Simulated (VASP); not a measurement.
# Zn (P6_3/mmc) in VASP: notebook

Runs on Zn. Level: LDA. Tasks: single point.

All numbers are computed with VASP 6.6.1; they aren't measurements. Logs are shortened: lines on timing, memory, paths and dates and some standing lists are left out, and cuts for length are marked.

## 1. The cell of the first run

The structure is hexagonal, space group P6_3/mmc (No. 194). Conventional cell: a = 2.571 Å, b = 2.571 Å, c = 4.736 Å, α = 90.00°, β = 90.00°, γ = 120.00°. Within 3.4 Å of Zn (site symmetry -6m2) lie 12 Zn at 2.57 to 2.79 Å.

## 2. Single point, LDA

INCAR reads:

```
PREC = Accurate ; ENCUT = 520
EDIFF = 1E-6 ; ISMEAR = -1
SIGMA = 0.1 ; LREAL = F
LASPH = T ; NELM = 100
ALGO = Normal ; ISIF = 2
LWAVE = F ; LCHARG = F
GGA = CA ; NBANDS = 19
```

KPOINTS reads:

```
Automatic mesh
0
Gamma
  14 14 7
```

POSCAR reads:

```
Zn
1.0
    2.5709734941      0.0000000000      0.0000000000
   -1.2854867470      2.2265283583      0.0000000000
    0.0000000000      0.0000000000      4.7361908757
Zn
2
Direct
    0.3333333333      0.6666666667      0.2500000000
    0.6666666667      0.3333333333      0.7500000000
```

Potentials or basis: VASP PAW LDA potentials, release 64 (Zn).

Started as:

```console
> cat potpaw_LDA.64/Zn/POTCAR > POTCAR
> mpirun -np 1 vasp_std > vasp.out
```

OUTCAR:

```text
PREC = Accurate
   ENCUT = 520
   EDIFF = 1E-6
   ISMEAR = -1
   LREAL = F
   LASPH = T
   NELM = 100
   ISIF = 2
   GGA = CA

 ion  position               nearest neighbor table
   1  0.333  0.667  0.250-   2 2.79   2 2.79   2 2.79   2 2.79   2 2.79   2 2.79
   2  0.667  0.333  0.750-   1 2.79   1 2.79   1 2.79   1 2.79   1 2.79   1 2.79

  LATTYP: Found a hexagonal cell.
 ALAT       =     2.5709734941
 C/A-ratio  =     1.8421780258

  Lattice vectors:

 A1 = (   2.5709734941,   0.0000000000,   0.0000000000)
 A2 = (  -1.2854867470,   2.2265283583,   0.0000000000)
 A3 = (   0.0000000000,   0.0000000000,   4.7361908757)

Analysis of symmetry for initial positions (statically):
=====================================================================
 Subroutine PRICEL returns:
 Original cell was already a primitive cell.

 Routine SETGRP: Setting up the symmetry group for a
 hexagonal supercell.

 Subroutine GETGRP returns: Found 24 space group operations
 (whereof 12 operations were pure point group operations)
 out of a pool of 24 trial point group operations.

The static configuration has the point symmetry D_3d.
 The point group associated with its full space group is D_6h.

Analysis of symmetry for dynamics (positions and initial velocities):
=====================================================================
 Subroutine PRICEL returns:
 Original cell was already a primitive cell.

 Routine SETGRP: Setting up the symmetry group for a
 hexagonal supercell.

 Subroutine GETGRP returns: Found 24 space group operations
 (whereof 12 operations were pure point group operations)
 out of a pool of 24 trial point group operations.

The dynamic configuration has the point symmetry D_3d.
 The point group associated with its full space group is D_6h.

 Subroutine INISYM returns: Found 24 space group operations
 (whereof 12 operations are pure point group operations),
 and found     1 'primitive' translations

----------------------------------------------------------------------------------------

                                     Primitive cell

  volume of cell :      27.1116

  direct lattice vectors                    reciprocal lattice vectors
     2.570973494  0.000000000  0.000000000     0.388957724  0.224564847  0.000000000
    -1.285486747  2.226528358  0.000000000     0.000000000  0.449129694  0.000000000
     0.000000000  0.000000000  4.736190876     0.000000000  0.000000000  0.211140139

  length of vectors
     2.570973494  2.570973494  4.736190876     0.449129694  0.449129694  0.211140139

  position of ions in fractional coordinates (direct lattice)
     0.333333333  0.666666667  0.250000000
     0.666666667  0.333333333  0.750000000

  ion indices of the primitive-cell ions
   primitive index   ion index
                 1           1
                 2           2

----------------------------------------------------------------------------------------

 KPOINTS: Automatic mesh

Automatic generation of k-mesh.
 Grid dimensions read from file:
 generate k-points for:   14   14    7

 Generating k-lattice:

  Cartesian coordinates                     Fractional coordinates (reciprocal lattice)
     0.027782695  0.016040346  0.000000000     0.071428571  0.000000000  0.000000000
     0.000000000  0.032080692  0.000000000     0.000000000  0.071428571  0.000000000
     0.000000000  0.000000000  0.030162877     0.000000000  0.000000000  0.142857143

  Length of vectors
     0.032080692  0.032080692  0.030162877

  Shift w.r.t. Gamma in fractional coordinates (k-lattice)
     0.000000000  0.000000000  0.000000000

 Subroutine IBZKPT returns following result:
 ===========================================

 Found     96 irreducible k-points:

 Following reciprocal coordinates:
            Coordinates               Weight
  0.000000  0.000000  0.000000      1.000000
  0.071429  0.000000  0.000000      6.000000
  0.142857  0.000000  0.000000      6.000000
  0.214286  0.000000  0.000000      6.000000
  0.285714  0.000000  0.000000      6.000000
  0.357143  0.000000  0.000000      6.000000
[... 16 lines left out ...]
  0.285714  0.285714  0.000000      6.000000
  0.357143  0.285714  0.000000      6.000000
 [... further k-points ...]
   k-points           NKPTS =     96   k-points in BZ     NKDIM =     96   number of bands    NBANDS=     19
   number of dos      NEDOS =    301   number of ions     NIONS =      2
   total plane-waves  NPLWV =  14400
   dimension x,y,z NGX =    20 NGY =   20 NGZ =   36
   dimension x,y,z NGXF=    40 NGYF=   40 NGZF=   72
   ions per type =               2
   NGX,Y,Z   is equivalent  to a cutoff of  12.93, 12.93, 12.64 a.u.
   NGXF,Y,Z  is equivalent  to a cutoff of  25.87, 25.87, 25.27 a.u.
 SYSTEM =  unknown system
   PREC   = accura    normal or accurate (medium, high low for compatibility)
   ISTART =      0    job   : 0-new  1-cont  2-samecut
   ICHARG =      2    charge: 1-file 2-atom 10-const
   ISPIN  =      1    spin polarized calculation?
   LNONCOLLINEAR =      F non collinear calculations
   LSORBIT =      F    spin-orbit coupling
   LASPH  =      T    aspherical Exc in radial PAW
   ENCUT  =  520.0 eV  38.22 Ry    6.18 a.u.   4.78  4.78  8.81*2*pi/ulx,y,z
   NELM   =    100;   NELMIN=  2; NELMDL= -5     # of ELM steps
   EDIFF  = 0.1E-05   stopping-criterion for ELM
   LREAL  =      F    real-space projection
   EDIFFG = 0.1E-04   stopping-criterion for IOM
   NSW    =      0    number of steps for IOM
   IBRION =     -1    ionic relax: 0-MD 1-quasi-New 2-CG
   NFREE  =      0    steps in history (QN), initial steepest desc. (CG)
   ISIF   =      2    stress and relaxation
   ISYM   =      2    0-nonsym 1-usesym 2-fastsym
   POTIM  = 0.5000    time-step for ionic-motion
   TEBEG  =    0.0;   TEEND  =   0.0 temperature during run
   PSTRESS=    0.0 pullay stress
   NELECT =      24.0000    total number of electrons
   NUPDOWN=      -1.0000    fix difference up-down
   EMIN   =  10.00;   EMAX   =-10.00  energy-range for DOS
   EFERMI =   0.00;   METHOD = LEGACY
   ISMEAR =    -1;   SIGMA  =   0.10  broadening in eV -4-tet -1-fermi 0-gaus
   EFERMI_NEDOS =   21; number of points for ismear=-14 and -15
   IALGO  =     38    algorithm
   IMIX   =      4    mixing-type and parameters
     AMIX     =   0.40;   BMIX     =  1.00
     AMIX_MAG =   1.60;   BMIX_MAG =  1.00
  volume/ion in A,a.u.               =      13.56        91.48
  Fermi-wavevector in a.u.,A,eV,Ry     =   1.571907  2.970474 33.618530  2.470892
  Thomas-Fermi vector in A             =   2.673421
   LORBIT       =      0    0 simple, 1 ext, 2 COOP (PROOUT), +10 PAW based schemes
   GGA     = CA    functional components
   LHFCALC =     F    Hartree Fock is set to
   AEXX    =    0.0000 exact exchange contribution
   IVDW    =     0    specifies the selected vdW correction
   LEPSILON=     F    determine dielectric tensor
   LRPA    =     F    only Hartree local field effects (RPA)
 non-spin polarized calculation
  energy-cutoff  :      520.00
  volume of cell :       27.11
 maximum number of plane-waves:       743
 NGX is ok and might be reduce to    20
   NGX =  9   NGY =  9   NGZ = 17

 number of electron      23.9999991 magnetization

 Free energy of the ion-electron system (eV)
  ---------------------------------------------------
  ext. energy  EPLUGINS =         0.00000000
  ---------------------------------------------------
  free energy    TOTEN  =        -3.75380306 eV

  energy without entropy =       -3.74002840  energy(sigma->0) =       -3.74691573

 E-fermi :   3.7192     XC(G=0): -12.5125

 val. band max:        3.5881625279   @ k =   0.2143   0.1429   0.0000
 cond. band min:       3.8008962307   @ k =   0.2143   0.0000   0.1429
 fundamental gap:      0.2127337028
 Fermi energy:         3.7191557495

 k-point     1 :       0.0000    0.0000    0.0000
  band No.  band energies     occupation
      1      -7.5999      2.00000
      2      -5.4674      2.00000
      3      -4.5927      2.00000
      4      -4.3217      2.00000
      5      -4.3217      2.00000
      6      -4.2564      2.00000
[... 11 lines left out ...]
     18      24.0396      0.00000
     19      24.1832      0.00000

 k-point     2 :       0.0714    0.0000    0.0000
  band No.  band energies     occupation
      1      -7.4370      2.00000
      2      -5.3905      2.00000
      3      -4.5752      2.00000
      4      -4.3390      2.00000
      5      -4.2787      2.00000
      6      -4.2762      2.00000
[... 11 lines left out ...]
     18      23.0915      0.00000
     19      25.5562      0.00000

 k-point     3 :       0.1429    0.0000    0.0000
  band No.  band energies     occupation
      1      -6.9599      2.00000
      2      -5.1944      2.00000
      3      -4.5479      2.00000
      4      -4.3751      2.00000
      5      -4.2922      2.00000
      6      -4.1564      2.00000
[... 11 lines left out ...]
     18      21.8284      0.00000
     19      23.1078      0.00000

 k-point     4 :       0.2143    0.0000    0.0000
  band No.  band energies     occupation
      1      -6.2250      2.00000
      2      -5.0104      2.00000
      3      -4.5119      2.00000
      4      -4.4209      2.00000
      5      -4.3667      2.00000
      6      -4.1627      2.00000
[... 11 lines left out ...]
     18      20.6277      0.00000
     19      20.9456      0.00000

 k-point     5 :       0.2857    0.0000    0.0000
  band No.  band energies     occupation
      1      -5.4788      2.00000
      2      -5.0031      2.00000
      3      -4.6194      2.00000
      4      -4.4105      2.00000
      5      -4.2882      2.00000
      6      -4.1356      2.00000
[... 11 lines left out ...]
     18      19.9666      0.00000
     19      21.8704      0.00000
[... 334 lines left out ...]
      2      -4.8030      2.00000
      3      -4.7076      2.00000
      4      -4.3612      2.00000
      5      -4.3059      2.00000
      6      -4.1970      2.00000
[... 11 lines left out ...]
     18      14.4969      0.00000
     19      15.7295      0.00000

 k-point    22 :       0.3571    0.2143    0.0000
  band No.  band energies     occupation
      1      -4.8479      2.00000
      2      -4.8304      2.00000
      3      -4.7253      2.00000
      4      -4.3401      2.00000
      5      -4.2703      2.00000
      6      -4.1897      2.00000
[... 11 lines left out ...]
     18      14.1576      0.00000
     19      15.3827      0.00000

 k-point    23 :       0.2857    0.2857    0.0000
  band No.  band energies     occupation
      1      -4.7959      2.00000
      2      -4.6910      2.00000
      3      -4.6161      2.00000
      4      -4.3737      2.00000
      5      -4.3495      2.00000
      6      -4.2645      2.00000
[... 11 lines left out ...]
     18      12.1495      0.00000
     19      13.9539      0.00000

 k-point    24 :       0.3571    0.2857    0.0000
  band No.  band energies     occupation
      1      -4.7881      2.00000
      2      -4.6485      2.00000
      3      -4.5850      2.00000
      4      -4.3792      2.00000
      5      -4.3473      2.00000
      6      -4.3304      2.00000
[... 11 lines left out ...]
     18      11.7886      0.00000
     19      13.4825      0.00000

 [... further k-points ...]
[... 5 lines left out ...]
  --------------------------------------------------------------------------------------
  -------------------------------------------------------------------------------------
  Total        0.2500391      0.2500391     -0.1024237      0.0000000     -0.0000000     -0.0000000
  in kB       14.7762257     14.7762257     -6.0527984      0.0000000     -0.0000000     -0.0000000
  external PRESSURE =       7.8332177 kB  Pullay stress =       0.0000000 kB

 VOLUME and BASIS-vectors are now :
 -----------------------------------------------------------------------------
  energy-cutoff  :      520.00
  volume of cell :       27.11
      direct lattice vectors                 reciprocal lattice vectors
     2.570973494  0.000000000  0.000000000     0.388957724  0.224564847  0.000000000
    -1.285486747  2.226528358  0.000000000     0.000000000  0.449129694  0.000000000
     0.000000000  0.000000000  4.736190876     0.000000000  0.000000000  0.211140139

 POSITION                                       TOTAL-FORCE (eV/Angst)
 -----------------------------------------------------------------------------------
     -0.00000      1.48435      1.18405         0.000000      0.000000      0.000000
      1.28549      0.74218      3.55214        -0.000000     -0.000000      0.000000
 -----------------------------------------------------------------------------------
    total drift:                                0.000000     -0.000000      0.000000

  FREE ENERGIE OF THE ION-ELECTRON SYSTEM (eV)
  ---------------------------------------------------
  free  energy   TOTEN  =        -3.7538030593 eV

  energy  without entropy=       -3.7400283973  energy(sigma->0) =       -3.74691573
```

Wall time 14 s (1 thread of Intel Xeon 6975P-C (Granite Rapids), shared host); peak memory 0.15 GiB.

Results:

```yaml
Free_energy: -3.7538 eV
Pressure: 0.8 GPa
Band_gap_on_the_k_mesh: zero (band 12 reaches 5.21 eV, above the bottom of band 13 at 0.86 eV)
```

Levels at points of the mesh, in eV from the Fermi level:
```tsv
k point	band 9	band 10	band 11	band 12	band 13	band 14	band 15	band 16
(0.00, 0.00, 0.00)	-7.58	-7.31	-7.31	-4.13	-2.86	14.93	18.72	18.72
(0.50, 0.00, 0.00)	-7.11	-7.08	-3.18	-2.25	2.96	3.70	4.83	6.12
```

## 3. Single point, LDA

INCAR reads:

```
SYSTEM = Zn
ALGO     = Normal         ! electronic algorithm
EDIFF    = 1E-7           ! SCF threshold, eV
ENCUT    = 520            ! plane-wave cutoff, eV
GGA      = CA             ! functional
ISIF     = 2              ! what is computed and relaxed
ISMEAR   = -1             ! smearing method
LASPH    = .TRUE.         ! aspherical terms in the spheres
LCHARG   = .FALSE.        ! write CHGCAR
LREAL    = .FALSE.        ! projectors in reciprocal space
LWAVE    = .FALSE.        ! write WAVECAR
NBANDS   = 19             ! bands
NELM     = 60             ! most SCF steps
PREC     = Accurate       ! precision mode
SIGMA    = 0.1            ! smearing width, eV
```

KPOINTS reads:

```
k-points
0
G
  14 14 7
  0 0 0
```

POSCAR is that of step 2.

Potentials or basis: VASP PAW LDA potentials, release 64 (Zn).

Started as:

```console
> cat potpaw_LDA.64/Zn/POTCAR > POTCAR
> mpirun -np 1 vasp_std > vasp.out
```

Run time: 14 s. Hardware: 1 thread of Intel Xeon 6975P-C (Granite Rapids), shared host; peak memory 0.15 GiB.

It converged, with:

- Free energy: -3.7538 eV
- Pressure: 0.8 GPa
- Band gap on the k mesh: zero (band 12 reaches 5.21 eV, above the bottom of band 13 at 0.86 eV)

Stress tensor (GPa, compression positive):
```
 1.48  0.00  0.00
 0.00  1.48  0.00
 0.00  0.00 -0.60
```

Levels at points of the mesh, in eV from the Fermi level:
| k point | band 10 | band 11 | band 12 | band 13 | band 14 | band 15 |
| --- | --- | --- | --- | --- | --- | --- |
| (0.00, 0.00, 0.00) | -7.31 | -7.31 | -4.13 | -2.86 | 14.93 | 18.72 |
| (0.50, 0.00, 0.00) | -7.08 | -3.18 | -2.25 | 2.96 | 3.70 | 4.83 |

## 4. Single point, LDA

INCAR reads:

```
SYSTEM = Zn
  PREC = Accurate
  ENCUT = 520
  EDIFF = 1E-7
  ISMEAR = -1
  SIGMA = 0.01
  LREAL = .FALSE.
  LASPH = .TRUE.
  NELM = 60
  ALGO = Normal
  ISIF = 2
  LWAVE = .FALSE.
  LCHARG = .FALSE.
  NBANDS = 19
```

KPOINTS reads:

```
Automatic mesh
0
G
  14 14 7
  0 0 0
```

POSCAR is that of step 3.

Started as:

```console
> cat potpaw_LDA.64/Zn/POTCAR > POTCAR
> mpirun -np 1 vasp_std > vasp.out
```

It took 14 s on 1 thread of Intel Xeon 6975P-C (Granite Rapids), shared host; peak memory 0.15 GiB.

Results (log left out):

```yaml
Free_energy: -3.7482 eV
Pressure: 0.7 GPa
Band_gap_on_the_k_mesh: zero (band 12 reaches 5.21 eV, above the bottom of band 13 at 0.86 eV)
```

Stress tensor (GPa, compression positive):
```
 1.69  0.00  0.00
 0.00  1.69  0.00
 0.00  0.00 -1.19
```

Levels at points of the mesh, in eV from the Fermi level:
| k point | band 8 | band 9 | band 10 | band 11 | band 12 | band 13 | band 14 | band 15 | band 16 | band 17 |
| --- | --- | --- | --- | --- | --- | --- | --- | --- | --- | --- |
| (0.00, 0.00, 0.00) | -7.47 | -7.47 | -7.20 | -7.20 | -4.01 | -2.74 | 15.05 | 18.84 | 18.84 | 18.90 |
| (0.50, 0.00, 0.00) | -7.21 | -6.99 | -6.97 | -3.07 | -2.14 | 3.08 | 3.81 | 4.94 | 6.23 | 10.85 |

## 5. Single point, LDA

INCAR reads:

```
ALGO     = Normal         # electronic algorithm
EDIFF    = 1E-6           # SCF threshold, eV
ENCUT    = 520            # plane-wave cutoff, eV
ISIF     = 2              # what is computed and relaxed
ISMEAR   = -1             # smearing method
LASPH    = T              # aspherical terms in the spheres
LCHARG   = T              # write CHGCAR
LELF     = T              # ELF
LREAL    = F              # projectors in reciprocal space
LVHAR    = T            
LWAVE    = F              # write WAVECAR
NBANDS   = 19             # bands
NELM     = 100            # most SCF steps
PREC     = Accurate       # precision mode
SIGMA    = 0.03           # smearing width, eV
```

KPOINTS reads:

```
k-points
0
Gamma
  14 14 7
```

POSCAR is that of step 4.

Started as:

```console
> cat potpaw_LDA.64/Zn/POTCAR > POTCAR
> mpirun -np 1 vasp_std > vasp.out
```

Wall time 14 s (1 thread of Intel Xeon 6975P-C (Granite Rapids), shared host); peak memory 0.15 GiB.

Results (log left out):

```
Free energy            : -3.7485 eV
Pressure               : 0.7 GPa
Band gap on the k mesh : zero (band 12 reaches 5.21 eV, above the bottom of band 13 at 0.86 eV)
```

Stress tensor (GPa, compression positive):
```
 1.67  0.00  0.00
 0.00  1.67  0.00
 0.00  0.00 -1.16
```

Levels at points of the mesh, in eV from the Fermi level:
```tsv
k point	band 9	band 10	band 11	band 12	band 13	band 14	band 15	band 16
(0.00, 0.00, 0.00)	-7.52	-7.25	-7.25	-4.07	-2.80	14.99	18.78	18.78
(0.50, 0.00, 0.00)	-7.05	-7.02	-3.12	-2.19	3.02	3.76	4.89	6.18
```

## 6. The runs side by side

```csv
smearing,gap on the mesh (eV),pressure (GPa)
fermi-dirac 0.1 eV,none,0.8
fermi-dirac 0.01 eV,none,0.7
fermi-dirac 0.03 eV,none,0.7
```

Alike in all rows: task single point; level LDA; potentials or basis VASP PAW LDA potentials, release 64 (Zn); no spin polarisation; cell as given; k mesh 14 × 14 × 7; cutoff (eV) 520.

Every run on the cell as given and a fine mesh finds a metal.

Absolute energies hang on the potentials; compare differences alone.
